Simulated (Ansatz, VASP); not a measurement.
**One calculation of Zn, two programs**

```xyz
3
Lattice="3.9329 0.0000 0.0000 -1.9665 3.4060 0.0000 0.0000 0.0000 2.3797" Properties=species:S:1:pos:R:3 pbc="T T T"
Zn    0.0000    0.0000    0.0000
Zn    0.0000    2.2707    1.1898
Zn    1.9665    1.1353    1.1898
```

Change from the starting cell: volume scaled by 0.68, PAW files.

Alike in both runs: task single point; functional PBE; k mesh 9 × 9 × 12; occupations fermi-dirac, width 0.1 eV; no spin polarisation.

|  | VASP | Ansatz |
| --- | --- | --- |
| version | VASP 6.6.1 | Ansatz 0.2.0 |
| potentials or method | VASP PAW PBE potentials, release 64 (Zn) | PAW with Ansatz's default frozen-core files, scalar-relativistic |
| plane-wave cutoff (eV) | 520 | 420 |
| valence electrons in the cell | 36 | 36 |

Ansatz gave:

- pressure (GPa): 66.3
- traceless stress, the component that is largest in VASP (GPa): -0.01

Q: What did VASP give for the same quantities?

A: Pressure (GPa): 67.6; traceless stress, the component that is largest in VASP (GPa): -0.13.

Both programs put the cell under a high pressure, so it lies far from rest at this level.

Noted on VASP's run: the cell as given lies far from equilibrium.
